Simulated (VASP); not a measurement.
Write the native input for VASP 6.6.1 that does the following.

| Property | Result |
| --- | --- |
| Task | single point |
| Functional | r2SCAN |
| Potentials or basis | VASP PAW PBE potentials, release 64 (Ti_sv, O) |
| Cutoff | 520 eV |
| k mesh | 10 × 10 × 10 |
| Occupations | gaussian, width 0.01 eV |
| Spin | no spin polarisation |
| Dipole correction | no |
| Further INCAR settings | ALGO = Normal; EDIFF = 1e-06; NBANDS = 19 |

Crystal: TiO2.

```
CELL_PARAMETERS angstrom
0.00000 2.39683 2.39683
2.33691 0.00000 2.39683
2.33691 2.39683 0.00000
ATOMIC_POSITIONS crystal
Ti 0.00000 0.00000 0.00000
O 0.25000 0.25000 0.25000
O 0.75000 0.75000 0.75000
```

This cell differs from its parent crystal: uniaxial x strain -2.5%.

One way to write it, as run:

POSCAR

```
TiO2
1.0
    0.0000000000      2.3968272525      2.3968272525
    2.3369065712      0.0000000000      2.3968272525
    2.3369065712      2.3968272525      0.0000000000
Ti O
1 2
Direct
    0.0000000000      0.0000000000      0.0000000000
    0.2500000000      0.2500000000      0.2500000000
    0.7500000000      0.7500000000      0.7500000000
```

INCAR.step1

```
PREC = Accurate ; ENCUT = 520
ISMEAR = 0 ; SIGMA = 0.01
LREAL = F ; LASPH = T
NELM = 100 ; NBANDS = 19
GGA = PE ; ALGO = Normal
EDIFF = 1E-4 ; LWAVE = T
LCHARG = F
```

INCAR.step2

```
PREC = Accurate ; ENCUT = 520
EDIFF = 1E-6 ; ISMEAR = 0
SIGMA = 0.01 ; LREAL = F
LASPH = T ; NELM = 100
ALGO = Normal ; ISIF = 2
LWAVE = F ; LCHARG = F
METAGGA = R2SCAN ; LMIXTAU = T
NBANDS = 19 ; ISTART = 1
```

KPOINTS

```
regular mesh
0
Gamma
  10 10 10
```

Potentials or basis: VASP PAW PBE potentials, release 64 (Ti_sv, O).

Run with:

```bash
$ cat potpaw_PBE.64/Ti_sv/POTCAR potpaw_PBE.64/O/POTCAR > POTCAR
$ cp INCAR.step1 INCAR
$ mpirun -np 1 vasp_std > vasp.out
$ cp INCAR.step2 INCAR
$ mpirun -np 1 vasp_std > vasp.out
```

Results of the run:

```json
{
  "Pressure": "9.2 GPa",
  "Band gap on the k mesh": "1.29 eV (least direct gap 2.11 eV)"
}
```

Caveat: the cell differs from its parent crystal (uniaxial x strain -2.5%); the cell stands under pressure; the PAW data sets were made with another functional, which shifts forces and pressure a little.

Run time: 6.2 min on 1 thread of Intel Xeon 8259CL (shared host), peak memory 0.2 GiB.
